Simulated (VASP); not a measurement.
The system is WF2.

```
CELL_PARAMETERS angstrom
2.75503 0.00000 0.00000
-1.37751 2.38592 0.00000
0.00000 0.00000 5.83598
ATOMIC_POSITIONS crystal
W 0.00000 0.00000 0.00000
F 0.33333 0.66667 0.25834
F 0.66667 0.33333 0.74166
```

Base run:

| Item | Value |
| --- | --- |
| Program | VASP 6.6.1 |
| Functional | PBEsol |
| Potentials or basis | VASP PAW PBE potentials, release 64 (W_sv, F) |
| Cutoff | 520 eV |
| k mesh | 12 × 12 × 4 |
| Occupations | gaussian, width 0.1 eV |
| Spin | no spin polarisation |

Its results: band gap on the k mesh zero (band 14 reaches 7.36 eV, above the bottom of band 15 at 5.23 eV); pressure 1.3 GPa; largest force 0.138 eV/Å.

Task: The run is repeated on the same cell with these changes: potentials or basis from VASP PAW PBE potentials, release 64 (W_sv, F) to VASP PAW PBE potentials, release 64 (W_sv, F_h); cutoff from 520 eV to 910 eV; further incar settings from ALGO = Normal; EDIFF = 1e-07; NBANDS = 21 to ALGO = Normal; EDIFF = 1e-06; NBANDS = 21. What comes out?

Result: Band gap on the k mesh zero (band 14 reaches 7.84 eV, above the bottom of band 15 at 5.71 eV); pressure 0.7 GPa; largest force 0.123 eV/Å.

Caveats: the PAW data sets were made with another functional, which shifts forces and pressure a little; spin-orbit coupling is left out, which moves the levels of the heavy elements; the cutoff is under 1.25 times the usual one of these potentials, so pressure, stress and relaxed cells hold a basis-set (Pulay) error (some runs).
